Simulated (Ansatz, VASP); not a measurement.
# One calculation of Rh, two programs

```
CELL_PARAMETERS angstrom
0.00000 1.87880 1.87880
1.87880 0.00000 1.87880
1.87880 1.87880 0.00000
ATOMIC_POSITIONS crystal
Rh 0.00000 0.00000 0.00000
```

Alike in both runs: task relaxation of cell and atoms; functional LDA; k mesh 20 × 20 × 20; occupations gaussian, width 0.1 eV; no spin polarisation.

|  | VASP | Ansatz |
| --- | --- | --- |
| version | VASP 6.6.1 | Ansatz 0.2.0 |
| potentials or method | VASP PAW LDA potentials, release 64 (Rh_pv), cutoff 600 eV | scalar-relativistic, plane waves, PAW |
| valence electrons in the cell | 15 | 17 |

Ansatz gave:

| Item | Value |
| --- | --- |
| gap on the k mesh at the Fermi level, each at its own relaxed structure (eV) | none |
| relaxed volume (Å³/atom) | 13.22 |
| relaxed length of the cell vector where the two differ most in proportion (Å) | 2.654 |

Estimate VASP's values.

gap on the k mesh at the Fermi level, each at its own relaxed structure (eV): none; relaxed volume (Å³/atom): 13.26; relaxed length of the cell vector where the two differ most in proportion (Å): 2.657.

LDA's correlation is that of Perdew and Zunger in VASP and of Perdew and Wang (1992) in Ansatz. A gap of «none» marks a metal or a gap that the smearing closes. VASP's potentials hold 15 valence electrons a cell and Ansatz's 17, so a difference there can come from the potentials and not from the codes.
